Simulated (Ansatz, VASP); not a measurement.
# SiC in VASP and in Ansatz

```
CELL_PARAMETERS angstrom
0.00000 2.18986 2.18986
2.18986 0.00000 2.18986
2.18986 2.18986 0.00000
ATOMIC_POSITIONS crystal
Si 0.00000 0.00000 0.00000
C 0.25000 0.25000 0.25000
```

Alike in both runs: functional PBE; k mesh 10 × 10 × 10; occupations gaussian, width 0.02 eV; no spin polarisation.

Ansatz relaxed the structure, and its values are those at the end. VASP's run is a single point on that final structure, the one shown.

|  | VASP | Ansatz |
| --- | --- | --- |
| version | VASP 6.6.1 | Ansatz 0.2.0 |
| potentials or method | VASP PAW PBE potentials, release 64 (Si, C), cutoff 600 eV | scalar-relativistic, plane waves, PAW |
| valence electrons in the cell | 8 | 8 |

Ansatz gave:

| Item | Value |
| --- | --- |
| gap on the k mesh at the Fermi level (eV) | 1.37 |
| least direct gap on the mesh (eV) | 4.53 |
| pressure (GPa) | 0.0 |

Q: Estimate VASP's values.

A: gap on the k mesh at the Fermi level (eV): 1.37; least direct gap on the mesh (eV): 4.53; pressure (GPa): -0.2.
